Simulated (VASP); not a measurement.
## CuO: single point with PBEsol

Crystal: CuO.

```
Cu O
1.0
     2.91104    0.00000    0.00000
    -1.45552    2.52104    0.00000
     0.00000    0.00000    5.02690
Cu O
2 2
Cartesian
  0.0000 0.0000 0.0000
  0.0000 0.0000 2.5135
  0.0000 1.6807 1.2567
  1.4555 0.8403 3.7702
```

* Program: VASP 6.6.1
* Task: single point
* Functional: PBEsol
* Potentials or basis: VASP PAW PBE potentials, release 64 (Cu, O)
* Cutoff: 520 eV
* k mesh: 8 × 8 × 5
* Occupations: fermi-dirac, width 0.05 eV
* Spin: no spin polarisation

* Pressure: 0.5 GPa
* Band gap on the k mesh: zero (bands 17 and 18 overlap by 0.76 eV)

Stress tensor (GPa, compression positive):
```
0.45 0.00 0.00
0.00 0.45 0.00
0.00 0.00 0.58
```

Levels at points of the mesh, in eV from the Fermi level:
| k point | band 13 | band 14 | band 15 | band 16 | band 17 | band 18 | band 19 | band 20 | band 21 | band 22 |
| --- | --- | --- | --- | --- | --- | --- | --- | --- | --- | --- |
| (0.00, 0.00, 0.00) | -2.38 | -1.89 | -1.89 | -1.09 | 0.55 | 0.55 | 1.38 | 5.93 | 9.21 | 14.96 |
| (0.50, 0.00, 0.00) | -1.87 | -1.81 | -1.47 | -1.38 | 0.38 | 0.58 | 6.33 | 7.93 | 8.08 | 10.14 |

Run time: 22 s on 1 thread of Intel(R) Xeon(R) Platinum 8488C (Sapphire Rapids), on a shared host, peak memory 0.16 GiB.

Caveat: the PAW data sets were made with another functional, which shifts forces and pressure a little; semilocal functionals often make such compounds metallic where correlation or magnetic order opens a gap, which also shifts bond lengths. With open d or f shells a metallic result of PBEsol can be an artefact of self-interaction; +U or a hybrid may open a gap.
